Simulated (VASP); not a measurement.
## TiTe2: single point with PBE+D3(BJ)

TiTe2:

```
Ti Te
1.0
     3.54693    0.00000    0.00000
    -1.77346    3.07173    0.00000
     0.00000    0.00000    6.09990
Ti Te
1 2
Direct
  0.00000 0.00000 0.00000
  0.66667 0.33333 0.28519
  0.33333 0.66667 0.71481
```

```
Program                : VASP 6.6.1
Task                   : single point
Functional             : PBE
Dispersion             : D3(BJ)
Potentials or basis    : VASP PAW PBE potentials, release 64 (Ti_sv, Te)
Cutoff                 : 520 eV
k mesh                 : 15 × 15 × 8
Occupations            : gaussian, width 0.1 eV
Spin                   : no spin polarisation
Dipole correction      : no
Further INCAR settings : ALGO = Normal; EDIFF = 1e-07; NBANDS = 19
```

* Pressure: 7.9 GPa
* Largest force: 0.009 eV/Å
* Band gap on the k mesh: zero (bands 12 and 13 overlap by 0.94 eV)
* Dispersion energy per atom: -0.595 eV

Forces on the atoms (eV/Å):
```
Ti   0.000  0.000  0.000
Te   0.000  0.000  0.009
Te   0.000  0.000 -0.009
```

Levels at points of the mesh, in eV from the Fermi level:
| k point | band 9 | band 10 | band 11 | band 12 | band 13 | band 14 | band 15 | band 16 |
| --- | --- | --- | --- | --- | --- | --- | --- | --- |
| (0.00, 0.00, 0.00) | -1.58 | 0.04 | 0.53 | 0.53 | 1.21 | 1.69 | 1.69 | 3.18 |
| (0.00, 0.00, 0.50) | -1.42 | -1.42 | 0.51 | 0.51 | 0.94 | 0.94 | 1.36 | 4.13 |

Wall time 120 s on 1 thread of Intel(R) Xeon(R) 6975P-C (Granite Rapids), on a shared host, peak memory 0.37 GiB.

Caveat: the cell stands under pressure; spin-orbit coupling is left out, which moves the levels of the heavy elements.
